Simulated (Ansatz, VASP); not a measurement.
**Ru in VASP and in Ansatz**

The input INCAR:

```
ALGO = Normal ; EDIFF = 1E-7
EDIFFG = -0.005 ; ENCUT = 600
GGA = PE ; IBRION = 2
ISIF = 3 ; ISMEAR = -1
LASPH = True ; LCHARG = False
LREAL = False ; LWAVE = False
NELM = 80 ; NSW = 60
PREC = Accurate ; SIGMA = 0.08
```

Contents of KPOINTS:

```
k-points
0
Gamma
  18 18 10
```

Contents of POSCAR:

```
Ru
1.0
    2.6974396414      0.0000000000      0.0000000000
   -1.3487198207      2.3360512546      0.0000000000
    0.0000000000      0.0000000000      4.3698522191
Ru
2
Direct
    0.3333333333      0.6666666667      0.2500000000
    0.6666666667      0.3333333333      0.7500000000
```

Input for Ansatz:

```yaml
crystal:
  lattice:
    - [2.6974396414, 0.0, 0.0]
    - [-1.3487198207, 2.3360512546, 0.0]
    - [0.0, 0.0, 4.3698522191]
  atoms:
    - { symbol: Ru, position: [0.3333333333, 0.6666666667, 0.25] }
    - { symbol: Ru, position: [0.6666666667, 0.3333333333, 0.75] }
kpoints:
  mp_grid: { grid: [18, 18, 10] }
scf:
  occupations: { method: fermi_dirac, width: 0.08 }
hamiltonian:
  xc: pbe
  pseudopotentials: { kind: paw }
output:
  forces: true
  stress: true
  write_density: true
  write_potential: true
  elf: true
  volumetric_format: npy
relax:
  f_tol: 0.005
  max_steps: 40
  cell: {}
```

Alike in both runs: task relaxation of cell and atoms; functional PBE; k mesh 18 × 18 × 10; occupations fermi-dirac, width 0.08 eV; no spin polarisation.

|  | VASP | Ansatz |
| --- | --- | --- |
| version | VASP 6.6.1 | Ansatz 0.2.0 |
| potentials or method | VASP PAW PBE potentials, release 64 (Ru_pv) | PAW with Ansatz's default frozen-core files, scalar-relativistic |
| plane-wave cutoff (eV) | 600 | 420 |
| valence electrons in the cell | 28 | 32 |

Ansatz gave:

| Quantity | Value |
| --- | --- |
| relaxed volume (Å³/atom) | 13.77 |
| relaxed cell length with the largest relative difference (Å) | 2.721 |

Q: What did VASP give for the same quantities?

A: Relaxed volume (Å³/atom): 13.76; relaxed cell length with the largest relative difference (Å): 2.720.

VASP's potentials hold 28 valence electrons a cell and Ansatz's 32, so a difference there can come from the potentials and not from the codes.
